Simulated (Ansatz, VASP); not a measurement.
**Two plane-wave programs on Ta**

```
Ta
1.0
    -1.65500    1.65500    1.65500
     1.65500   -1.65500    1.65500
     1.65500    1.65500   -1.65500
Ta
1
Cartesian
  0.0000 0.0000 0.0000
```

Alike in both runs: task relaxation of cell and atoms; functional PBE; k mesh 40 × 40 × 40; occupations gaussian, width 0.1 eV; no spin polarisation.

```csv
,VASP,Ansatz
version,VASP 6.6.1,Ansatz 0.2.0
potentials or method,"VASP PAW PBE potentials, release 64 (Ta_pv)","scalar-relativistic, plane waves, PAW"
plane-wave cutoff (eV),600,420
valence electrons in the cell,11,13
```

Ansatz gave:

```
gap on the k mesh at the Fermi level, each at its own relaxed structure (eV) : none
relaxed volume (Å³/atom)                                                     : 18.29
relaxed cell length with the largest relative difference (Å)                 : 2.875
```

Problem. Estimate VASP's values.

Solution. gap on the k mesh at the Fermi level, each at its own relaxed structure (eV): none; relaxed volume (Å³/atom): 18.30; relaxed cell length with the largest relative difference (Å): 2.875.

A gap of «none» marks a metal or a gap that the smearing closes. VASP's potentials hold 11 valence electrons a cell and Ansatz's 13, so a difference there can come from the potentials and not from the codes.

Neither program's run includes spin-orbit coupling.
